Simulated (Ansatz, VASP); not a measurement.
One calculation of ZnS, two programs

File POSCAR:

```
ZnS
1.0
    0.0000000000      2.6945131952      2.6945131952
    2.6945131952      0.0000000000      2.6945131952
    2.6945131952      2.6945131952      0.0000000000
Zn S
1 1
Direct
    0.0000000000      0.0000000000      0.0000000000
    0.6943313173      0.6943313173      0.7269412766
```

Contents of INCAR.step1:

```
  PREC = Accurate
  ENCUT = 520
  ISMEAR = 0
  SIGMA = 0.05
  LREAL = F
  LASPH = T
  NELM = 60
  NBANDS = 16
  GGA = PE
  ALGO = Normal
  EDIFF = 1E-4
  LWAVE = T
  LCHARG = F
```

INCAR.step2

```
  PREC = Accurate
  ENCUT = 520
  EDIFF = 1E-6
  ISMEAR = 0
  SIGMA = 0.05
  LREAL = F
  LASPH = T
  NELM = 60
  ALGO = Normal
  ISIF = 2
  LWAVE = F
  LCHARG = F
  METAGGA = R2SCAN
  LMIXTAU = T
  NBANDS = 16
  ISTART = 1
```

Contents of KPOINTS:

```
regular mesh
0
Gamma
  8 8 8
```

Input for Ansatz:

```yaml
crystal:
  lattice:
    - [0.0, 2.6945131952, 2.6945131952]
    - [2.6945131952, 0.0, 2.6945131952]
    - [2.6945131952, 2.6945131952, 0.0]
  atoms:
    - { symbol: Zn, position: [0.0, 0.0, 0.0] }
    - { symbol: S, position: [0.6943313173, 0.6943313173, 0.7269412766] }
basis:
  ecutwfc: 500
kpoints:
  mp_grid: { grid: [8, 8, 8] }
hamiltonian:
  xc: r2scan
scf:
  occupations: { method: gaussian, width: 0.05 }
output:
  forces: true
  stress: true
  eigenvalues: true
  write_density: true
  write_potential: true
  elf: true
  volumetric_format: npy
```

Alike in both runs: task single point; functional r2SCAN; k mesh 8 × 8 × 8; occupations gaussian, width 0.05 eV; no spin polarisation.

|  | VASP | Ansatz |
| --- | --- | --- |
| version | VASP 6.6.1 | Ansatz 0.2.0 |
| potentials or method | VASP PAW PBE potentials, release 64 (Zn, S), cutoff 520 eV | scalar-relativistic, plane waves, PAW |
| valence electrons in the cell | 18 | 18 |

```csv
,VASP,Ansatz,Ansatz less VASP
gap on the k mesh at the Fermi level (eV),2.76,2.75,-0.010
least direct gap on the mesh (eV),2.76,2.75,-0.010
pressure (GPa),3.6,3.4,-0.13
"traceless stress, the component that is largest in VASP (GPa)",-4.74,-4.67,+0.067
rms of the force components (eV/Å),0.642,0.639,-0.0032
```

VASP's potentials were made for PBE, not for r2SCAN. Atom by atom the forces differ by 0.007 eV/Å (rms over components).
